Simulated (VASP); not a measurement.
# Ir (I4/mmm) in VASP: notebook

Ir is run at these levels: PBE; tasks: single point.

Program: VASP 6.6.1. These are calculated values, not measurements. Logs are shortened: lines on timing, memory, paths and dates and some standing lists are left out, and cuts for length are marked.

## Step 1: The cell of the first run

Symmetry: I4/mmm, No. 139, tetragonal system. Conventional cell: a = 3.002 Å, b = 3.002 Å, c = 2.960 Å, α = 90.00°, β = 90.00°, γ = 90.00°. Ir (site symmetry 4/mmm) has 14 Ir at 2.59 to 3.00 Å within 3.4 Å.

## Step 2: Single point, PBE (13.33 Å³/atom)

Input file INCAR:

```
  ALGO = Normal
  EDIFF = 1E-6
  ENCUT = 520
  GGA = PE
  ISIF = 2
  ISMEAR = 0
  LASPH = T
  LCHARG = T
  LELF = T
  LREAL = F
  LVHAR = T
  LWAVE = F
  NBANDS = 10
  NELM = 80
  PREC = Accurate
  SIGMA = 0.15
```

Input file KPOINTS:

```
k-points
0
Gamma
  22 22 22
```

Input file POSCAR:

```
Ir
1.0
    0.0000000000      2.1223989744      1.4801610447
    2.1223989744      0.0000000000      1.4801610447
    2.1223989744      2.1223989744      0.0000000000
Ir
1
Direct
    0.0000000000      0.0000000000      0.0000000000
```

Potentials or basis: VASP PAW PBE potentials, release 64 (Ir).

Command:

```
$ cat potpaw_PBE.64/Ir/POTCAR > POTCAR
$ mpirun -np 1 vasp_std > vasp.out
```

OUTCAR:

```text
EDIFF = 1E-6
   ENCUT = 520
   GGA = PE
   ISIF = 2
   ISMEAR = 0
   LASPH = T
   LREAL = F
   NELM = 80
   PREC = Accurate

 ion  position               nearest neighbor table
   1  0.000  0.000  0.000-

  LATTYP: Found a body centered tetragonal cell.
 ALAT       =     3.0015254144
 C/A-ratio  =     0.9862725384

  Lattice vectors:

 A1 = (   0.0000000000,  -2.1223989744,  -1.4801610447)
 A2 = (   0.0000000000,   2.1223989744,  -1.4801610447)
 A3 = (   2.1223989744,   0.0000000000,   1.4801610447)

Analysis of symmetry for initial positions (statically):
=====================================================================
 Subroutine PRICEL returns:
 Original cell was already a primitive cell.

 Routine SETGRP: Setting up the symmetry group for a
 body centered tetragonal supercell.

 Subroutine GETGRP returns: Found 16 space group operations
 (whereof 16 operations were pure point group operations)
 out of a pool of 16 trial point group operations.

The static configuration has the point symmetry D_4h.

Analysis of symmetry for dynamics (positions and initial velocities):
=====================================================================
 Subroutine PRICEL returns:
 Original cell was already a primitive cell.

 Routine SETGRP: Setting up the symmetry group for a
 body centered tetragonal supercell.

 Subroutine GETGRP returns: Found 16 space group operations
 (whereof 16 operations were pure point group operations)
 out of a pool of 16 trial point group operations.

The dynamic configuration has the point symmetry D_4h.

 Subroutine INISYM returns: Found 16 space group operations
 (whereof 16 operations are pure point group operations),
 and found     1 'primitive' translations

----------------------------------------------------------------------------------------

                                     Primitive cell

  volume of cell :      13.3350

  direct lattice vectors                    reciprocal lattice vectors
     0.000000000  2.122398974  1.480161045    -0.235582473  0.235582473  0.337801080
     2.122398974  0.000000000  1.480161045     0.235582473 -0.235582473  0.337801080
     2.122398974  2.122398974  0.000000000     0.235582473  0.235582473 -0.337801080

  length of vectors
     2.587557560  2.587557560  3.001525414     0.474455239  0.474455239  0.474455239

  position of ions in fractional coordinates (direct lattice)
     0.000000000  0.000000000  0.000000000
[... 80 lines left out ...]
   IBRION =     -1    ionic relax: 0-MD 1-quasi-New 2-CG
   NFREE  =      0    steps in history (QN), initial steepest desc. (CG)
   ISIF   =      2    stress and relaxation
   ISYM   =      2    0-nonsym 1-usesym 2-fastsym
   POTIM  = 0.5000    time-step for ionic-motion
   TEBEG  =    0.0;   TEEND  =   0.0 temperature during run
   PSTRESS=    0.0 pullay stress
   NELECT =       9.0000    total number of electrons
   NUPDOWN=      -1.0000    fix difference up-down
   EMIN   =  10.00;   EMAX   =-10.00  energy-range for DOS
   EFERMI =   0.00;   METHOD = LEGACY
   ISMEAR =     0;   SIGMA  =   0.15  broadening in eV -4-tet -1-fermi 0-gaus
   EFERMI_NEDOS =   21; number of points for ismear=-14 and -15
   IALGO  =     38    algorithm
   IMIX   =      4    mixing-type and parameters
     AMIX     =   0.40;   BMIX     =  1.00
     AMIX_MAG =   1.60;   BMIX_MAG =  1.00
  volume/ion in A,a.u.               =      13.33        89.99
  Fermi-wavevector in a.u.,A,eV,Ry     =   1.436012  2.713669 28.056979  2.062130
  Thomas-Fermi vector in A             =   2.555247
   LORBIT       =      0    0 simple, 1 ext, 2 COOP (PROOUT), +10 PAW based schemes
   GGA     = PE    functional components
   LHFCALC =     F    Hartree Fock is set to
   AEXX    =    0.0000 exact exchange contribution
   IVDW    =     0    specifies the selected vdW correction
   LEPSILON=     F    determine dielectric tensor
   LRPA    =     F    only Hartree local field effects (RPA)
 non-spin polarized calculation
 Gauss-broadening in eV      SIGMA  =   0.15
  energy-cutoff  :      520.00
  volume of cell :       13.33
 maximum number of plane-waves:       372
   NGX =  9   NGY =  9   NGZ = 11

 number of electron       9.0000000 magnetization

 Free energy of the ion-electron system (eV)
  ---------------------------------------------------
  ext. energy  EPLUGINS =         0.00000000
  ---------------------------------------------------
  free energy    TOTEN  =        -7.98838517 eV

  energy without entropy =       -7.96260348  energy(sigma->0) =       -7.97549433

 E-fermi :  11.1898     XC(G=0): -14.3231

 val. band max:       11.1886525721   @ k =  -0.4091   0.0909   0.4545
 cond. band min:      11.1903737096   @ k =   0.3182  -0.0000   0.0000
 fundamental gap:      0.0017211375
 Fermi energy:        11.1897949916

 k-point     1 :       0.0000    0.0000    0.0000
  band No.  band energies     occupation
      1      -0.2986      2.00000
      2       7.0184      2.00000
      3       7.1645      2.00000
      4       7.1645      2.00000
      5      10.3984      2.00000
      6      10.6818      2.00000
      7      28.0340      0.00000
      8      28.0340      0.00000
      9      28.3646      0.00000
     10      40.0996      0.00000
[... 287 lines left out ...]
 k-point    24 :      -0.4545    0.0455    0.0000
  band No.  band energies     occupation
      1       2.9094      2.00000
      2       5.1092      2.00000
      3       9.6052      2.00000
      4      10.3742      2.00000
      5      12.1001      0.00000
      6      13.5950      0.00000
      7      20.7280      0.00000
      8      24.6631      0.00000
      9      29.1417      0.00000
     10      36.6276      0.00000

 [... further k-points ...]

------------------------ aborting loop because EDIFF is reached ----------------------------------------

  FORCE on cell =-STRESS in cart. coord.  units (eV):
  Direction    XX          YY          ZZ          XY          YZ          ZX
  --------------------------------------------------------------------------------------
  -------------------------------------------------------------------------------------
  Total        4.5937060      4.5937060      3.6407793      0.0000000      0.0000000      0.0000000
  in kB      551.9258850    551.9258850    437.4333746      0.0000000      0.0000000      0.0000000
  external PRESSURE =     513.7617149 kB  Pullay stress =       0.0000000 kB

 VOLUME and BASIS-vectors are now :
 -----------------------------------------------------------------------------
  energy-cutoff  :      520.00
  volume of cell :       13.33
      direct lattice vectors                 reciprocal lattice vectors
     0.000000000  2.122398974  1.480161045    -0.235582473  0.235582473  0.337801080
     2.122398974  0.000000000  1.480161045     0.235582473 -0.235582473  0.337801080
     2.122398974  2.122398974  0.000000000     0.235582473  0.235582473 -0.337801080

 POSITION                                       TOTAL-FORCE (eV/Angst)
 -----------------------------------------------------------------------------------
      0.00000      0.00000      0.00000        -0.000000      0.000000      0.000000
 -----------------------------------------------------------------------------------
    total drift:                                0.000000     -0.000000     -0.000000

  FREE ENERGIE OF THE ION-ELECTRON SYSTEM (eV)
  ---------------------------------------------------
  free  energy   TOTEN  =        -7.9883851693 eV

  energy  without entropy=       -7.9626034848  energy(sigma->0) =       -7.97549433
```

It took 37 s on 1 thread of Intel Xeon 6975P-C (Granite Rapids), shared host; peak memory 0.24 GiB.

What came out:

```yaml
Free_energy: -7.9884 eV
Pressure: 51.4 GPa
Band_gap_on_the_k_mesh: zero (an odd number of electrons rules out a gap without spin polarisation)
```

Stress tensor (GPa, compression positive):
```
55.19  0.00  0.00
 0.00 55.19  0.00
 0.00  0.00 43.74
```

Caveat: the stress differs along the axes, from 44 to 55 GPa; spin-orbit coupling is left out, which moves the levels of the heavy elements.

## Step 3: Single point, PBE (13.33 Å³/atom)

Input file INCAR:

```
SYSTEM = Ir
PREC = Accurate
ENCUT = 520
EDIFF = 1E-6
ISMEAR = 0
SIGMA = 0.15
LREAL = .False.
LASPH = .True.
NELM = 100
ALGO = Normal
ISIF = 2
LWAVE = .False.
LCHARG = .False.
GGA = PE
NBANDS = 10
```

Input file KPOINTS:

```
Automatic mesh
0
Gamma
  22 22 22
  0 0 0
```

Input file POSCAR:

```
Ir
1.0
    0.0000000000      2.1591404823      1.4302146555
    2.1591404823      0.0000000000      1.4302146555
    2.1591404823      2.1591404823      0.0000000000
Ir
1
Direct
    0.0000000000      0.0000000000      0.0000000000
```

Potentials or basis: VASP PAW PBE potentials, release 64 (Ir).

Command:

```
$ cat potpaw_PBE.64/Ir/POTCAR > POTCAR
$ mpirun -np 1 vasp_std > vasp.out
```

Wall time 35 s (1 thread of Intel Xeon 6975P-C (Granite Rapids), shared host); peak memory 0.23 GiB.

It converged, with:

- Free energy: -8.0648 eV
- Pressure: 50.0 GPa
- Band gap on the k mesh: zero (an odd number of electrons rules out a gap without spin polarisation)

Stress tensor (GPa, compression positive):
```
62.37  0.00  0.00
 0.00 62.37  0.00
 0.00  0.00 25.14
```

Levels at points of the mesh, in eV from the Fermi level:
```csv
k point,band 1,band 2,band 3,band 4,band 5,band 6,band 7,band 8,band 9
"(0.00, 0.00, 0.00)",-11.45,-4.50,-3.75,-3.75,-1.33,-0.02,16.52,16.52,18.11
"(0.50, 0.00, 0.00)",-8.34,-6.38,-0.65,0.02,0.39,2.68,9.28,12.96,17.36
"(0.50, 0.50, 0.00)",-8.04,-7.95,1.71,1.71,2.09,7.63,7.63,9.80,16.15
"(0.50, 0.00, 0.50)",-8.42,-5.54,-1.54,-0.47,-0.22,2.49,8.66,13.56,19.12
```

Caveat: the stress differs along the axes, from 25 to 62 GPa; spin-orbit coupling is left out, which moves the levels of the heavy elements.

## Step 4: Single point, PBE (13.33 Å³/atom)

Input file INCAR:

```
SYSTEM = Ir
  ALGO = Normal
  EDIFF = 1E-6
  ENCUT = 520
  GGA = PE
  ISIF = 2
  ISMEAR = 0
  LASPH = .True.
  LCHARG = .True.
  LELF = .True.
  LREAL = .False.
  LVHAR = .True.
  LWAVE = .False.
  NBANDS = 10
  NELM = 80
  PREC = Accurate
  SIGMA = 0.15
```

Input file KPOINTS:

```
k-points
0
Gamma
  22 22 22
  0 0 0
```

Input file POSCAR:

```
Ir
1.0
    0.0000000000      2.0862347034      1.5319221427
    2.0862347034      0.0000000000      1.5319221427
    2.0862347034      2.0862347034      0.0000000000
Ir
1
Direct
    0.0000000000      0.0000000000      0.0000000000
```

Command:

```
$ cat potpaw_PBE.64/Ir/POTCAR > POTCAR
$ mpirun -np 1 vasp_std > vasp.out
```

It took 38 s on 1 thread of Intel Xeon 6975P-C (Granite Rapids), shared host; peak memory 0.24 GiB.

The run converged. Its results:

```yaml
Free_energy: -8.0168 eV
Pressure: 50.7 GPa
Band_gap_on_the_k_mesh: zero (an odd number of electrons rules out a gap without spin polarisation)
```

Stress tensor (GPa, compression positive):
```
40.93  0.00  0.00
 0.00 40.93  0.00
 0.00  0.00 70.27
```

Levels at points of the mesh, in eV from the Fermi level:
```
           k point  band 1  band 2  band 3  band 4  band 5  band 6  band 7  band 8
(0.00, 0.00, 0.00)  -11.49   -4.20   -4.20   -3.81   -1.04   -0.32   16.39   17.25
(0.50, 0.00, 0.00)   -8.42   -6.01   -1.10   -0.30   -0.03    2.55    8.90   13.20
(0.50, 0.50, 0.00)   -8.06   -8.02    1.64    1.86    1.86    7.48    8.70    8.70
(0.50, 0.00, 0.50)   -8.38   -6.46   -0.39   -0.03    0.09    2.71    9.26   12.87
```

Caveat: the stress differs along the axes, from 41 to 70 GPa; spin-orbit coupling is left out, which moves the levels of the heavy elements.

## Step 5: The runs side by side

| cell | gap on the mesh (eV) | pressure (GPa) |
| --- | --- | --- |
| a = 2.588, b = 2.588, c = 3.002 Å, angles 54.6, 54.6, 70.9°, 1 atom | none | 51.4 |
| a = 2.590, b = 2.590, c = 3.053 Å, angles 53.9, 53.9, 72.2°, 1 atom | none | 50.0 |
| a = 2.588, b = 2.588, c = 2.950 Å, angles 55.3, 55.3, 69.5°, 1 atom | none | 50.7 |

Alike in all rows: task single point; level PBE; potentials or basis VASP PAW PBE potentials, release 64 (Ir); no spin polarisation; k mesh 22 × 22 × 22; cutoff (eV) 520; smearing gaussian 0.15 eV.

Caveats: spin-orbit coupling is left out, which moves the levels of the heavy elements; the stress differs along the axes, from 44 to 55 GPa (at least some runs); the stress differs along the axes, from 25 to 62 GPa (at least some runs); the stress differs along the axes, from 41 to 70 GPa (at least some runs).

Absolute energies hang on the potentials; compare differences alone.
